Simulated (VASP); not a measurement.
# Zn4Se3S in VASP: a series of runs

Zn4Se3S is run at these levels: PBE; tasks: single point.

Program: VASP 6.6.1. These are calculated values, not measurements. Logs are shortened: lines on timing, memory, paths and dates and some standing lists are left out, and cuts for length are marked.

**1. The cell of the first run**

The structure is trigonal, space group P3m1 (No. 156). Conventional cell: a = 3.999 Å, b = 3.999 Å, c = 13.106 Å, α = 90.00°, β = 90.00°, γ = 120.00°. Zn (site symmetry 3m) has 1 S at 2.36 Å and 3 Se at 2.47 Å within 3.1 Å. Zn (site symmetry 3m) has 4 Se at 2.46 to 2.48 Å within 3.3 Å. Zn (site symmetry 3m) has 3 S at 2.42 Å and 1 Se at 2.49 Å within 3.2 Å. Zn (site symmetry 3m) has 4 Se at 2.46 to 2.48 Å within 3.3 Å. Se (site symmetry 3m) has 4 Zn at 2.46 to 2.48 Å within 3.3 Å. Se (site symmetry 3m) has 4 Zn at 2.46 to 2.49 Å within 3.3 Å. Within 3.3 Å of Se (site symmetry 3m) lie 4 Zn at 2.47 to 2.48 Å. S (site symmetry 3m) has 4 Zn at 2.36 to 2.42 Å within 3.1 Å.

**2. Single point, PBE**

INCAR

```
SYSTEM = Zn4Se3S
ALGO = Normal
EDIFF = 1E-6
ENCUT = 520
GGA = PE
ISIF = 2
ISMEAR = 0
LASPH = .TRUE.
LCHARG = .TRUE.
LELF = .TRUE.
LREAL = .FALSE.
LVHAR = .TRUE.
LWAVE = .FALSE.
NBANDS = 46
NELM = 60
PREC = Accurate
SIGMA = 0.1
```

KPOINTS

```
k-points
0
G
  6 6 1
  0 0 0
```

POSCAR

```
Zn4Se3S
1.0
    3.9992222959     -0.0000000289      0.0000000000
   -1.9996111229      3.4634281180      0.0000000000
    0.0000000000      0.0000000000     13.1057887000
Zn Se S
4 3 1
Direct
    0.0000000000      0.0000000000      0.0080550000
    0.0000000000      0.0000000000      0.4978470000
    0.3333333333      0.6666666667      0.2422830000
    0.6666666667      0.3333333333      0.7526160000
    0.0000000000      0.0000000000      0.6868370000
    0.3333333333      0.6666666667      0.4323320000
    0.6666666667      0.3333333333      0.9420630000
    0.0000000000      0.0000000000      0.1879670000
```

Potentials or basis: VASP PAW PBE potentials, release 64 (Zn, Se, S).

On the command line:

```bash
> cat potpaw_PBE.64/Zn/POTCAR potpaw_PBE.64/Se/POTCAR potpaw_PBE.64/S/POTCAR > POTCAR
> mpirun -np 1 vasp_std > vasp.out
```

OUTCAR:

```text
SYSTEM = Zn4Se3S
   EDIFF = 1E-6
   ENCUT = 520
   GGA = PE
   ISIF = 2
   ISMEAR = 0
   LASPH = .TRUE.
   LREAL = .FALSE.
   NELM = 60
   PREC = Accurate

 ion  position               nearest neighbor table
   1  0.000  0.000  0.008-   8 2.36   7 2.47   7 2.47   7 2.47
   2  0.000  0.000  0.498-   6 2.46   6 2.46   6 2.46   5 2.48
   3  0.333  0.667  0.242-   8 2.42   8 2.42   8 2.42   6 2.49
   4  0.667  0.333  0.753-   5 2.46   5 2.46   5 2.46   7 2.48
   5  0.000  0.000  0.687-   4 2.46   4 2.46   4 2.46   2 2.48
   6  0.333  0.667  0.432-   2 2.46   2 2.46   2 2.46   3 2.49
   7  0.667  0.333  0.942-   1 2.47   1 2.47   1 2.47   4 2.48
   8  0.000  0.000  0.188-   1 2.36   3 2.42   3 2.42   3 2.42

  LATTYP: Found a hexagonal cell.
 ALAT       =     3.9992222959
 C/A-ratio  =     3.2770843255

  Lattice vectors:

 A1 = (   3.9992222959,  -0.0000000289,   0.0000000000)
 A2 = (  -1.9996111229,   3.4634281180,   0.0000000000)
 A3 = (   0.0000000000,   0.0000000000,  13.1057887000)

Analysis of symmetry for initial positions (statically):
=====================================================================
 Subroutine PRICEL returns:
 Original cell was already a primitive cell.

 Routine SETGRP: Setting up the symmetry group for a
 hexagonal supercell.

 Subroutine GETGRP returns: Found  6 space group operations
 (whereof  6 operations were pure point group operations)
 out of a pool of 24 trial point group operations.

The static configuration has the point symmetry C_3v.

Analysis of symmetry for dynamics (positions and initial velocities):
=====================================================================
 Subroutine PRICEL returns:
 Original cell was already a primitive cell.

 Routine SETGRP: Setting up the symmetry group for a
 hexagonal supercell.

 Subroutine GETGRP returns: Found  6 space group operations
 (whereof  6 operations were pure point group operations)
 out of a pool of 24 trial point group operations.

The dynamic configuration has the point symmetry C_3v.

 Subroutine INISYM returns: Found  6 space group operations
 (whereof  6 operations are pure point group operations),
 and found     1 'primitive' translations

----------------------------------------------------------------------------------------

[... 89 lines left out ...]
   NSW    =      0    number of steps for IOM
   IBRION =     -1    ionic relax: 0-MD 1-quasi-New 2-CG
   NFREE  =      0    steps in history (QN), initial steepest desc. (CG)
   ISIF   =      2    stress and relaxation
   ISYM   =      2    0-nonsym 1-usesym 2-fastsym
   POTIM  = 0.5000    time-step for ionic-motion
   TEBEG  =    0.0;   TEEND  =   0.0 temperature during run
   PSTRESS=    0.0 pullay stress
   NELECT =      72.0000    total number of electrons
   NUPDOWN=      -1.0000    fix difference up-down
   EMIN   =  10.00;   EMAX   =-10.00  energy-range for DOS
   EFERMI =   0.00;   METHOD = LEGACY
   ISMEAR =     0;   SIGMA  =   0.10  broadening in eV -4-tet -1-fermi 0-gaus
   EFERMI_NEDOS =   21; number of points for ismear=-14 and -15
   IALGO  =     38    algorithm
   IMIX   =      4    mixing-type and parameters
     AMIX     =   0.40;   BMIX     =  1.00
     AMIX_MAG =   1.60;   BMIX_MAG =  1.00
  volume/ion in A,a.u.               =      22.69       153.13
  Fermi-wavevector in a.u.,A,eV,Ry     =   1.202829  2.273018 19.684890  1.446799
  Thomas-Fermi vector in A             =   2.338600
   LORBIT       =      0    0 simple, 1 ext, 2 COOP (PROOUT), +10 PAW based schemes
   GGA     = PE    functional components
   LHFCALC =     F    Hartree Fock is set to
   AEXX    =    0.0000 exact exchange contribution
   IVDW    =     0    specifies the selected vdW correction
   LEPSILON=     F    determine dielectric tensor
   LRPA    =     F    only Hartree local field effects (RPA)
 non-spin polarized calculation
 Gauss-broadening in eV      SIGMA  =   0.10
  energy-cutoff  :      520.00
  volume of cell :      181.53
 maximum number of plane-waves:      4915
 NGX is ok and might be reduce to    30
   NGX = 15   NGY = 15   NGZ = 49

 number of electron      71.9999997 magnetization

 Free energy of the ion-electron system (eV)
  ---------------------------------------------------
  ext. energy  EPLUGINS =         0.00000000
  ---------------------------------------------------
  free energy    TOTEN  =       -24.82937853 eV

  energy without entropy =      -24.82937853  energy(sigma->0) =      -24.82937853

 E-fermi :   2.0730     XC(G=0):  -9.2474

 val. band max:        1.5741583355   @ k =   0.0000   0.0000   0.0000
 cond. band min:       2.8075210912   @ k =   0.0000   0.0000   0.0000
 fundamental gap:      1.2333627557
 Fermi energy:         2.0730489908

 k-point     1 :       0.0000    0.0000    0.0000
  band No.  band energies     occupation
      1     -11.5686      2.00000
      2     -11.2200      2.00000
      3     -11.2092      2.00000
      4     -10.7987      2.00000
      5      -5.0084      2.00000
      6      -5.0084      2.00000
[... 332 lines left out ...]
     45       8.7442      0.00000
     46       9.2893      0.00000

------------------------ aborting loop because EDIFF is reached ----------------------------------------

  FORCE on cell =-STRESS in cart. coord.  units (eV):
  Direction    XX          YY          ZZ          XY          YZ          ZX
  --------------------------------------------------------------------------------------
  -------------------------------------------------------------------------------------
  Total        0.2610085      0.2610085      0.1201217      0.0000000     -0.0000000      0.0000000
  in kB        2.3036701      2.3036701      1.0601984      0.0000000     -0.0000000      0.0000000
  external PRESSURE =       1.8891795 kB  Pullay stress =       0.0000000 kB

 VOLUME and BASIS-vectors are now :
 -----------------------------------------------------------------------------
  energy-cutoff  :      520.00
  volume of cell :      181.53
      direct lattice vectors                 reciprocal lattice vectors
     3.999222296 -0.000000029  0.000000000     0.250048617  0.144365634  0.000000000
    -1.999611123  3.463428118  0.000000000     0.000000002  0.288731271  0.000000000
     0.000000000  0.000000000 13.105788700     0.000000000  0.000000000  0.076302161

 POSITION                                       TOTAL-FORCE (eV/Angst)
 -----------------------------------------------------------------------------------
      0.00000      0.00000      0.10557        -0.000000      0.000000      0.022900
      0.00000      0.00000      6.52468        -0.000000      0.000000      0.014323
      0.00000      2.30895      3.17531        -0.000000      0.000000     -0.000420
      1.99961      1.15448      9.86363         0.000000     -0.000000      0.005742
      0.00000      0.00000      9.00154        -0.000000     -0.000000     -0.013185
      0.00000      2.30895      5.66605         0.000000     -0.000000     -0.012198
      1.99961      1.15448     12.34648        -0.000000     -0.000000     -0.006282
      0.00000      0.00000      2.46346         0.000000      0.000000     -0.010881
 -----------------------------------------------------------------------------------
    total drift:                               -0.000001      0.000000      0.000605

  FREE ENERGIE OF THE ION-ELECTRON SYSTEM (eV)
  ---------------------------------------------------
  free  energy   TOTEN  =       -24.8293785316 eV

  energy  without entropy=      -24.8293785316  energy(sigma->0) =      -24.82937853
```

It took 42 s on 1 thread of Intel Xeon 6975P-C (Granite Rapids), shared host; peak memory 0.3 GiB.

What came out:

```
Free energy            : -24.8294 eV
Pressure               : 0.2 GPa
Largest force          : 0.023 eV/Å
Band gap on the k mesh : 1.23 eV
```

Forces in eV/Å, atoms in the order of the input:
```
Zn   0.000  0.000  0.023
Zn   0.000  0.000  0.014
Zn   0.000  0.000  0.000
Zn   0.000  0.000  0.006
Se   0.000  0.000 -0.013
Se   0.000  0.000 -0.012
Se   0.000  0.000 -0.006
S    0.000  0.000 -0.011
```

Levels at points of the mesh, in eV from the valence-band top:
| k point | band 34 | band 35 | band 36 | band 37 | band 38 | band 39 |
| --- | --- | --- | --- | --- | --- | --- |
| (0.00, 0.00, 0.00) | -0.17 | 0.00 | 0.00 | 1.23 | 2.40 | 2.72 |
| (0.50, 0.00, 0.00) | -1.46 | -1.12 | -0.88 | 2.65 | 2.80 | 3.19 |

Caveat: the k points lie up to 0.48 Å⁻¹ apart.

**3. Single point, PBE**

INCAR

```
PREC     = Accurate       # precision mode
ENCUT    = 520            # plane-wave cutoff, eV
EDIFF    = 1E-7           # SCF threshold, eV
ISMEAR   = 0              # smearing method
SIGMA    = 0.1            # smearing width, eV
LREAL    = F              # projectors in reciprocal space
LASPH    = T              # aspherical terms in the spheres
NELM     = 80             # most SCF steps
ALGO     = Normal         # electronic algorithm
ISIF     = 2              # what is computed and relaxed
LWAVE    = F              # write WAVECAR
LCHARG   = F              # write CHGCAR
GGA      = PE             # functional
NBANDS   = 46             # bands
```

KPOINTS

```
regular mesh
0
Gamma
  6 6 2
```

POSCAR

```
Zn4Se3S
1.0
    3.9992223000      0.0000000000      0.0000000000
   -1.9996111000      3.4634281000      0.0000000000
    0.0000000000      0.0000000000     13.1057887000
Zn Se S
4 3 1
Direct
    0.0000000000      0.0000000000      0.0080550000
    0.0000000000      0.0000000000      0.4978470000
    0.3333333000      0.6666667000      0.2422830000
    0.6666667000      0.3333333000      0.7526160000
    0.0000000000      0.0000000000      0.6868370000
    0.3333333000      0.6666667000      0.4323320000
    0.6666667000      0.3333333000      0.9420630000
    0.0000000000      0.0000000000      0.1879670000
```

Potentials or basis: VASP PAW PBE potentials, release 64 (Zn, Se, S).

On the command line:

```bash
> cat potpaw_PBE.64/Zn/POTCAR potpaw_PBE.64/Se/POTCAR potpaw_PBE.64/S/POTCAR > POTCAR
> mpirun -np 1 vasp_std > vasp.out
```

Wall time 85 s (1 thread of Intel Xeon 6975P-C (Granite Rapids), shared host); peak memory 0.33 GiB.

Results (log left out):

- Free energy: -24.8501 eV
- Pressure: 0.2 GPa
- Largest force: 0.009 eV/Å
- Band gap on the k mesh: 1.23 eV

Forces on the atoms (eV/Å):
```
Zn   0.000  0.000  0.009
Zn   0.000  0.000  0.003
Zn   0.000  0.000 -0.001
Zn   0.000  0.000  0.003
Se   0.000  0.000 -0.002
Se   0.000  0.000 -0.007
Se   0.000  0.000 -0.004
S    0.000  0.000 -0.001
```

Levels at points of the mesh, in eV from the valence-band top:
```csv
k point,band 32,band 33,band 34,band 35,band 36,band 37,band 38,band 39,band 40,band 41
"(0.00, 0.00, 0.00)",-0.37,-0.37,-0.18,0.00,0.00,1.23,2.40,2.72,2.93,5.77
"(0.50, 0.00, 0.00)",-1.71,-1.70,-1.46,-1.12,-0.88,2.65,2.80,3.19,3.81,4.33
"(0.00, 0.00, 0.50)",-0.64,-0.24,-0.24,-0.06,-0.06,2.06,2.30,2.60,2.72,5.59
"(0.50, 0.00, 0.50)",-1.87,-1.62,-1.52,-1.20,-1.01,3.05,3.16,3.32,3.51,4.14
```

**4. Single point, PBE**

INCAR

```
ALGO = Normal ; EDIFF = 1E-7
ENCUT = 520 ; GGA = PE
ISIF = 2 ; ISMEAR = 0
LASPH = T ; LCHARG = T
LELF = T ; LREAL = F
LVHAR = T ; LWAVE = F
NBANDS = 46 ; NELM = 60
PREC = Accurate ; SIGMA = 0.1
```

KPOINTS

```
k-points
0
Gamma
  6 6 1
```

POSCAR

```
Zn4Se3S
1.0
    4.0000461831     -0.0001524203      0.0000535344
   -2.0001503126      3.4639188073     -0.0002449398
    0.0002028500     -0.0010216267     13.0973043055
Zn Se S
4 3 1
Direct
    0.0002315636      0.0001590531      0.0081998617
    0.0000281175      0.0001689635      0.4978647029
    0.3331027003      0.6664420691      0.2422828764
    0.6666361348      0.3332738525      0.7526135246
   -0.0000252759     -0.0000486586      0.6867442092
    0.3333320525      0.6668059688      0.4322548935
    0.6668641289      0.3334103496      0.9420918477
   -0.0001694214     -0.0002115981      0.1879480841
```

On the command line:

```bash
> cat potpaw_PBE.64/Zn/POTCAR potpaw_PBE.64/Se/POTCAR potpaw_PBE.64/S/POTCAR > POTCAR
> mpirun -np 1 vasp_std > vasp.out
```

Run time: 2 min. Hardware: 1 thread of Intel Xeon 6975P-C (Granite Rapids), shared host; peak memory 0.36 GiB.

The run converged. Its results:

```
Free energy            : -24.8294 eV
Pressure               : 0.2 GPa
Largest force          : 0.006 eV/Å
Band gap on the k mesh : 1.23 eV
```

Forces in eV/Å, atoms in the order of the input:
```
Zn   0.000 -0.001  0.004
Zn   0.000  0.000  0.002
Zn   0.001  0.001 -0.006
Zn   0.000  0.000  0.002
Se   0.000  0.000  0.001
Se   0.000  0.000 -0.002
Se   0.000  0.000 -0.003
S    0.000  0.000  0.002
```

Levels at points of the mesh, in eV from the valence-band top:
| k point | band 32 | band 33 | band 34 | band 35 | band 36 | band 37 | band 38 | band 39 | band 40 | band 41 |
| --- | --- | --- | --- | --- | --- | --- | --- | --- | --- | --- |
| (0.00, 0.00, 0.00) | -0.37 | -0.37 | -0.17 | 0.00 | 0.00 | 1.23 | 2.40 | 2.72 | 2.93 | 5.76 |
| (0.50, 0.00, 0.00) | -1.71 | -1.70 | -1.46 | -1.12 | -0.88 | 2.66 | 2.80 | 3.18 | 3.81 | 4.33 |
| (0.00, 0.50, 0.00) | -1.71 | -1.70 | -1.46 | -1.12 | -0.88 | 2.66 | 2.80 | 3.18 | 3.81 | 4.33 |
| (0.50, 0.50, 0.00) | -1.70 | -1.69 | -1.46 | -1.12 | -0.88 | 2.66 | 2.80 | 3.19 | 3.81 | 4.33 |

Caveat: the k points lie up to 0.48 Å⁻¹ apart.

(Continued in part 2 of 2.)
